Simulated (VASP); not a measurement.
**HfO2: single point with PBE**

Crystal: HfO2.

```
Hf O
1.0
     4.88122    0.00000    0.00000
     0.00000    4.88122    0.00000
     0.00000    0.00000    3.23789
Hf O
2 4
Cartesian
  0.0000 0.0000 -0.0677
  2.4406 2.4406 1.6866
  0.9509 3.9303 1.5972
  1.4897 1.4897 0.0217
  3.3915 3.3915 0.0217
  3.9303 0.9509 1.5972
```

This cell differs from its parent crystal: mode 4 frozen in at -0.068 Å and mode 5 at +0.000 Å (largest displacements).

| Property | Result |
| --- | --- |
| Program | VASP 6.6.1 |
| Task | single point |
| Functional | PBE |
| Potentials or basis | VASP PAW PBE potentials, release 64 (Hf_pv, O) |
| Cutoff | 520 eV |
| k mesh | 6 × 6 × 8 |
| Occupations | gaussian, width 0.05 eV |
| Spin | no spin polarisation |
| Dipole correction | no |
| Further INCAR settings | ALGO = Normal; EDIFF = 1e-07; NBANDS = 31 |

The pressure is -2.6 GPa and the largest force is 0.369 eV/Å. The band gap on the k mesh is 3.87 eV, direct.

Forces on the atoms (eV/Å):
```
Hf   0.000  0.000  0.369
Hf   0.000  0.000 -0.369
O   -0.002  0.002  0.027
O    0.002  0.002 -0.027
O   -0.002 -0.002 -0.027
O    0.002 -0.002  0.027
```

Stress tensor (GPa, compression positive):
```
-2.47  0.00  0.00
 0.00 -2.47  0.00
 0.00  0.00 -2.97
```

Levels at points of the mesh, in eV from the valence-band top:
```csv
k point,band 19,band 20,band 21,band 22,band 23,band 24,band 25,band 26
"(0.00, 0.00, 0.00)",-0.76,-0.51,-0.51,0.00,3.87,4.07,5.08,5.42
"(0.50, 0.00, 0.00)",-1.43,-1.43,-0.64,-0.64,4.48,4.48,6.03,6.03
"(0.50, 0.50, 0.00)",-1.14,-1.14,-0.88,-0.88,4.10,4.10,5.49,5.49
"(0.00, 0.00, 0.50)",-2.04,-1.94,-0.97,-0.97,5.35,5.48,5.88,5.88
"(0.50, 0.00, 0.50)",-1.68,-1.68,-0.90,-0.90,4.10,4.10,6.15,6.15
"(0.50, 0.50, 0.50)",-1.04,-1.04,-0.52,-0.52,4.99,4.99,5.68,5.68
```

It took 2.7 min on 1 thread of AMD EPYC 7R13, on a shared host, peak memory 0.21 GiB.

Caveat: the cell differs from its parent crystal (mode 4 frozen in at -0.068 Å and mode 5 at +0.000 Å (largest displacements)); spin-orbit coupling is left out, which moves the levels of the heavy elements. A k mesh can miss the band edges.
